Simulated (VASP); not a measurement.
# Sc4Nb3C (P-43m) in VASP: further runs, part 2 of 2

VASP 6.6.1.

## 4. Single point, PBE

This run uses another cell than the first one, of 19.70 Å³/atom.

The input, INCAR:

```
PREC = Accurate ; ENCUT = 520
EDIFF = 1E-6 ; ISMEAR = 0
SIGMA = 0.1 ; LREAL = False
LASPH = True ; NELM = 80
ALGO = Normal ; ISIF = 2
LWAVE = False ; LCHARG = True
GGA = PE ; LELF = True
LVHAR = True ; NBANDS = 54
```

The input, KPOINTS:

```
Automatic mesh
0
Gamma
  8 8 8
```

The input, POSCAR:

```
Sc4Nb3C
1.0
    5.4018003595      0.0000000000      0.0000000000
    0.0000000000      5.4018003595      0.0000000000
    0.0000000000      0.0000000000      5.4018003595
Sc Nb C
4 3 1
Direct
    0.3156505856      0.3156505856      0.3156505856
    0.3156505856      0.6843494144      0.6843494144
    0.6843494144      0.6843494144      0.3156505856
    0.6843494144      0.3156505856      0.6843494144
    0.5000000000      0.0000000000      0.0000000000
    0.0000000000      0.5000000000      0.0000000000
    0.0000000000      0.0000000000      0.5000000000
    0.0000000000      0.0000000000      0.0000000000
```

Potentials or basis: VASP PAW PBE potentials, release 64 (Sc_sv, Nb_sv, C).

Started as:

```sh
> cat potpaw_PBE.64/Sc_sv/POTCAR potpaw_PBE.64/Nb_sv/POTCAR potpaw_PBE.64/C/POTCAR > POTCAR
> mpirun -np 1 vasp_std > vasp.out
```

OUTCAR:

```text
PREC = Accurate
   ENCUT = 520
   EDIFF = 1E-6
   ISMEAR = 0
   LREAL = False
   LASPH = True
   NELM = 80
   ISIF = 2
   GGA = PE

 ion  position               nearest neighbor table
   1  0.316  0.316  0.316-   5 2.61   6 2.61   7 2.61   2 2.82   3 2.82   4 2.82
   2  0.316  0.684  0.684-   5 2.61   6 2.61   7 2.61   1 2.82   3 2.82   4 2.82
   3  0.684  0.684  0.316-   5 2.61   6 2.61   7 2.61   1 2.82   2 2.82   4 2.82
   4  0.684  0.316  0.684-   5 2.61   6 2.61   7 2.61   1 2.82   2 2.82   3 2.82
[... 1583 lines left out ...]
  Total        0.1370438      0.1370438      0.1370438      0.0000000     -0.0000000      0.0000000
  in kB        1.3930100      1.3930100      1.3930100      0.0000000     -0.0000000      0.0000000
  external PRESSURE =       1.3930100 kB  Pullay stress =       0.0000000 kB

 VOLUME and BASIS-vectors are now :
 -----------------------------------------------------------------------------
  energy-cutoff  :      520.00
  volume of cell :      157.62
      direct lattice vectors                 reciprocal lattice vectors
     5.401800360  0.000000000  0.000000000     0.185123465  0.000000000  0.000000000
     0.000000000  5.401800360  0.000000000     0.000000000  0.185123465  0.000000000
     0.000000000  0.000000000  5.401800360     0.000000000  0.000000000  0.185123465

 POSITION                                       TOTAL-FORCE (eV/Angst)
 -----------------------------------------------------------------------------------
      1.70508      1.70508      1.70508         0.013661      0.013661      0.013661
      1.70508      3.69672      3.69672         0.013661     -0.013661     -0.013661
      3.69672      3.69672      1.70508        -0.013661     -0.013661      0.013661
      3.69672      1.70508      3.69672        -0.013661      0.013661     -0.013661
      2.70090      0.00000      0.00000         0.000000      0.000000      0.000000
      0.00000      2.70090      0.00000         0.000000      0.000000      0.000000
      0.00000      0.00000      2.70090        -0.000000      0.000000      0.000000
      0.00000      0.00000      0.00000        -0.000000      0.000000      0.000000
 -----------------------------------------------------------------------------------
    total drift:                               -0.000000     -0.000000      0.000000

  FREE ENERGIE OF THE ION-ELECTRON SYSTEM (eV)
  ---------------------------------------------------
  free  energy   TOTEN  =       -53.7646527669 eV

  energy  without entropy=      -53.7048560255  energy(sigma->0) =      -53.73475440
```

OSZICAR:

```text
N       E                     dE             d eps       ncg     rms          rms(c)
DAV:   1     0.175672443568E+04    0.17567E+04   -0.40355E+04  3780   0.174E+03
DAV:   2     0.139393035305E+03   -0.16173E+04   -0.15970E+04  4588   0.717E+02
DAV:   3    -0.304524719523E+02   -0.16985E+03   -0.16419E+03  6086   0.275E+02
DAV:   4    -0.535350188793E+02   -0.23083E+02   -0.21926E+02  6872   0.803E+01
DAV:   5    -0.568646069974E+02   -0.33296E+01   -0.32410E+01  7520   0.270E+01    0.189E+01
DAV:   6    -0.544350113539E+02    0.24296E+01   -0.30204E+01  6432   0.240E+01    0.820E+00
DAV:   7    -0.540565753198E+02    0.37844E+00   -0.11440E+01  6728   0.134E+01    0.524E+00
DAV:   8    -0.538327830559E+02    0.22379E+00   -0.27602E+00  6640   0.903E+00    0.295E+00
DAV:   9    -0.537612716581E+02    0.71511E-01   -0.52912E-01  6356   0.417E+00    0.133E+00
DAV:  10    -0.537707018433E+02   -0.94302E-02   -0.14980E-01  6464   0.165E+00    0.584E-01
DAV:  11    -0.537648325022E+02    0.58693E-02   -0.28674E-02  7092   0.646E-01    0.252E-01
DAV:  12    -0.537647547020E+02    0.77800E-04   -0.88041E-03  6472   0.355E-01    0.840E-02
DAV:  13    -0.537646535374E+02    0.10116E-03   -0.82768E-04  6200   0.154E-01    0.305E-02
DAV:  14    -0.537646514188E+02    0.21186E-05   -0.82325E-05  6200   0.533E-02    0.129E-02
DAV:  15    -0.537646529853E+02   -0.15665E-05   -0.12784E-05  5000   0.214E-02    0.605E-03
DAV:  16    -0.537646527669E+02    0.21847E-06   -0.20679E-06  3664   0.116E-02
   1 F= -.53764653E+02 E0= -.53734754E+02  d E =-.597967E-01
```

Run time: 9.2 min. Hardware: 1 thread of Oxide Virtual Turin-like, shared host; peak memory 0.35 GiB.

Results:

* Free energy: -53.7647 eV
* Pressure: 0.1 GPa
* Largest force: 0.024 eV/Å
* Band gap on the k mesh: zero (an odd number of electrons rules out a gap without spin polarisation)

Forces in eV/Å, atoms in the order of the input:
```
Sc   0.014  0.014  0.014
Sc   0.014 -0.014 -0.014
Sc  -0.014 -0.014  0.014
Sc  -0.014  0.014 -0.014
Nb   0.000  0.000  0.000
Nb   0.000  0.000  0.000
Nb   0.000  0.000  0.000
C    0.000  0.000  0.000
```

## 5. The runs side by side

```csv
cell,k mesh,gap on the mesh (eV),pressure (GPa),largest force (eV/Å)
"a = 5.339 Å, 8 atoms, atomic positions A",4 × 4 × 4,none,25.4,4.31
"a = 5.402 Å, 8 atoms, atomic positions B",4 × 4 × 4,none,0.1,0.03
"a = 5.402 Å, 8 atoms, atomic positions B",8 × 8 × 8,none,0.1,0.02
```

Alike in all rows: task single point; level PBE; potentials or basis VASP PAW PBE potentials, release 64 (Sc_sv, Nb_sv, C); no spin polarisation; cutoff (eV) 520; smearing gaussian 0.1 eV.

Caveats: the cell stands under pressure (at least some runs); forces of over 1 eV/Å act on the atoms, so gaps and moduli don't describe the material at rest (at least some runs).

Total energies depend on the potentials used, so only differences within one code and one set of settings carry meaning.
